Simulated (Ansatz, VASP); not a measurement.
**Two plane-wave programs on Co**

```xyz
4
Lattice="2.5336 0.0000 0.0000 -1.2668 2.1942 0.0000 0.0000 0.0000 8.1936" Properties=species:S:1:pos:R:3 pbc="T T T"
Co    0.0000    0.0000    0.0000
Co    1.2668    2.1942    4.0968
Co    0.0000    1.4628    2.0484
Co    1.2668    0.7314    6.1452
```

Alike in both runs: functional BLYP; k mesh 14 × 14 × 4; occupations fermi-dirac, width 0.05 eV; collinear spin.

Ansatz relaxed the structure, and its values are those at the end. VASP's run is a single point on that final structure, the one shown.

|  | VASP | Ansatz |
| --- | --- | --- |
| version | VASP 6.6.1 | Ansatz 0.2.0 |
| potentials or method | VASP PAW PBE potentials, release 64 (Co), cutoff 520 eV | plane waves (420 eV) with PAW, scalar-relativistic |
| valence electrons in the cell | 36 | 68 |

```tsv
	VASP	Ansatz	Ansatz less VASP
pressure (GPa)	-6.2	0.0	+6.17
net moment per atom (μB)	0.09	1.65	+1.557
size of the moment on the site where the two differ most (μB)	0.85	1.71	+0.858
```

The net moments are unlike, so the other rows may belong to different states. VASP's potentials were made for PBE, not for BLYP. Site moments also hang on the region over which each program counts them. VASP's potentials hold 36 valence electrons a cell and Ansatz's 68, so a difference there can come from the potentials and not from the codes. Ansatz's warnings: seeded moment not kept.
